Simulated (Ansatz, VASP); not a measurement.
## One calculation of Ni, two programs

The input POSCAR:

```
Ni
1.0
    0.0000000000      1.7756500000      1.7756500000
    1.7756500000      0.0000000000      1.7756500000
    1.7756500000      1.7756500000      0.0000000000
Ni
1
Direct
    0.0000000000      0.0000000000      0.0000000000
```

The input INCAR.step1:

```
PREC     = Accurate       # precision mode
ENCUT    = 660            # plane-wave cutoff, eV
ISMEAR   = -1             # smearing method
SIGMA    = 0.1            # smearing width, eV
LREAL    = F              # projectors in reciprocal space
LASPH    = T              # aspherical terms in the spheres
NELM     = 120            # most SCF steps
NBANDS   = 11             # bands
GGA      = PE             # functional
ALGO     = Normal         # electronic algorithm
EDIFF    = 1E-5           # SCF threshold, eV
LWAVE    = T              # write WAVECAR
LCHARG   = F              # write CHGCAR
GGA_COMPAT= F
```

INCAR.step2

```
PREC     = Accurate       # precision mode
ENCUT    = 660            # plane-wave cutoff, eV
EDIFF    = 1E-6           # SCF threshold, eV
ISMEAR   = -1             # smearing method
SIGMA    = 0.1            # smearing width, eV
LREAL    = F              # projectors in reciprocal space
LASPH    = T              # aspherical terms in the spheres
NELM     = 120            # most SCF steps
ALGO     = Normal         # electronic algorithm
ISIF     = 2              # what is computed and relaxed
LWAVE    = F              # write WAVECAR
LCHARG   = F              # write CHGCAR
METAGGA  = R2SCAN         # meta-GGA
LMIXTAU  = T            
NBANDS   = 11             # bands
ISTART   = 1            
GGA_COMPAT= F
```

KPOINTS

```
regular mesh
0
Gamma
  7 7 7
```

Input for Ansatz:

```yaml
crystal:
  lattice:
    - [0.0, 1.77565, 1.77565]
    - [1.77565, 0.0, 1.77565]
    - [1.77565, 1.77565, 0.0]
  atoms:
    - { symbol: Ni, position: [0.0, 0.0, 0.0] }
hamiltonian:
  xc: r2scan
  pseudopotentials: { kind: paw }
basis:
  ecutwfc: 500
kpoints:
  mp_grid: { grid: [7, 7, 7] }
scf:
  occupations: { method: fermi_dirac, width: 0.1 }
  lower_state_search: "off"
  max_iter: 70
output:
  forces: true
  stress: true
```

Alike in both runs: task single point; functional r2SCAN; k mesh 7 × 7 × 7; occupations fermi-dirac, width 0.1 eV; no spin polarisation.

|  | VASP | Ansatz |
| --- | --- | --- |
| version | VASP 6.6.1 | Ansatz 0.2.0 |
| potentials or method | VASP PAW PBE potentials, release 64 (Ni), cutoff 660 eV | PAW, plane waves, scalar-relativistic |
| valence electrons in the cell | 10 | 18 |

```csv
,VASP,Ansatz,Ansatz less VASP
pressure (GPa),-13.7,-14.1,-0.42
```

VASP's potentials were made for PBE, not for r2SCAN. The functional is the same, so the differences come from potentials, cutoffs and numerics. VASP's potentials hold 10 valence electrons a cell and Ansatz's 18, so a difference there can come from the potentials and not from the codes.

The k mesh is coarse, so the values compare programs but aren't converged.
